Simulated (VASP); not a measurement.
A run of VASP 6.6.1 is set up as follows.

Contents of INCAR:

```
ALGO = Normal
EDIFF = 1E-6
ENCUT = 520
GGA = PE
ISIF = 2
ISMEAR = 0
LASPH = True
LCHARG = False
LREAL = False
LWAVE = False
NBANDS = 23
NELM = 100
PREC = Accurate
SIGMA = 0.1
```

KPOINTS

```
k-points
0
Gamma
  8 8 8
```

The input POSCAR:

```
CdTe3
1.0
   -3.1325380770      3.1325380770      3.1325380770
    3.1325380770     -3.1325380770      3.1325380770
    3.1325380770      3.1325380770     -3.1325380770
Cd Te
1 3
Direct
    0.0000000000      0.0000000000      0.0000000000
    0.5000000000      0.0000000000      0.5000000000
    0.0000000000      0.5000000000      0.5000000000
    0.5000000000      0.5000000000      0.0000000000
```

Potentials or basis: VASP PAW PBE potentials, release 64 (Cd, Te).

Command:

```console
$ cat potpaw_PBE.64/Cd/POTCAR potpaw_PBE.64/Te/POTCAR > POTCAR
$ mpirun -np 1 vasp_std > vasp.out
```

(1) Estimate the band gap on the k mesh.

(2) What does it give for the pressure?

## Answers

(1) zero (bands 15 and 16 overlap by 1.89 eV).

(2) 0.0 GPa.

Caveat: spin-orbit coupling is left out, which moves the levels of the heavy elements.
